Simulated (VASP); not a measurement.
The system is CuO.

```
Cu O
1.0
     2.32891   -1.70190    0.00000
     2.32891    1.70190    0.00000
    -0.85477    0.00000    5.02548
Cu O
2 2
Direct
  0.00320 0.49680 0.00000
  0.49680 0.00320 0.50000
  0.57140 0.40560 0.25370
  0.40560 0.57140 0.75370
```

Base run:

- Program: VASP 6.6.1
- Functional: RPBE
- Potentials or basis: VASP PAW PBE potentials, release 64 (Cu, O)
- Cutoff: 520 eV
- k mesh: 10 × 10 × 5
- Occupations: fermi-dirac, width 0.05 eV
- Spin: no spin polarisation

Its results: band gap on the k mesh zero (band 17 reaches 6.41 eV, above the bottom of band 18 at 5.81 eV); pressure 16.1 GPa; largest force 0.877 eV/Å.

Q: The run is repeated on the same cell with these changes: potentials or basis from VASP PAW PBE potentials, release 64 (Cu, O) to VASP PAW PBE potentials, release 64 (Cu_sv_GW, O); cutoff from 520 eV to 700 eV; further incar settings from ALGO = Normal; EDIFF = 1e-07; NBANDS = 25 to ALGO = Normal; EDIFF = 1e-06; NBANDS = 33; valence electrons from 34 to 50. What comes out?

A: Band gap on the k mesh zero (band 25 reaches 6.43 eV, above the bottom of band 26 at 5.84 eV); pressure 12.3 GPa; largest force 0.855 eV/Å.

Caveats: the PAW data sets were made with another functional, which shifts forces and pressure a little; semilocal functionals often make such compounds metallic where correlation or magnetic order opens a gap, which also shifts bond lengths.
